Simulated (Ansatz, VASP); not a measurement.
## One calculation of Ga2O3, two programs

```
Ga O
1.0
     2.49226    1.43891    4.48064
    -2.49226    1.43891    4.48064
     0.00000   -2.87782    4.48064
Ga O
4 6
Direct
  0.35543 0.35543 0.35543
  0.14457 0.14457 0.14457
  0.64457 0.64457 0.64457
  0.85543 0.85543 0.85543
  0.55363 0.94637 0.25000
  0.25000 0.55363 0.94637
  0.94637 0.25000 0.55363
  0.44637 0.05363 0.75000
  0.75000 0.44637 0.05363
  0.05363 0.75000 0.44637
```

Alike in both runs: task single point; functional PBE; k mesh 6 × 6 × 6; occupations fermi-dirac, width 0.02 eV; no spin polarisation.

```csv
,VASP,Ansatz
version,VASP 6.6.1,Ansatz 0.2.0
potentials or method,"VASP PAW PBE potentials, release 64 (Ga_d, O)","plane waves, PAW"
plane-wave cutoff (eV),520,420
valence electrons in the cell,88,88
```

```tsv
	VASP	Ansatz	Ansatz less VASP
gap on the k mesh at the Fermi level (eV)	2.85	2.85	+0.007
pressure (GPa)	10.4	9.4	-1.01
traceless stress, the component that is largest in VASP (GPa)	-0.85	-0.78	+0.077
rms of the force components (eV/Å)	0.027	0.021	-0.0055
```

Atom by atom the forces differ by 0.007 eV/Å (rms over components).
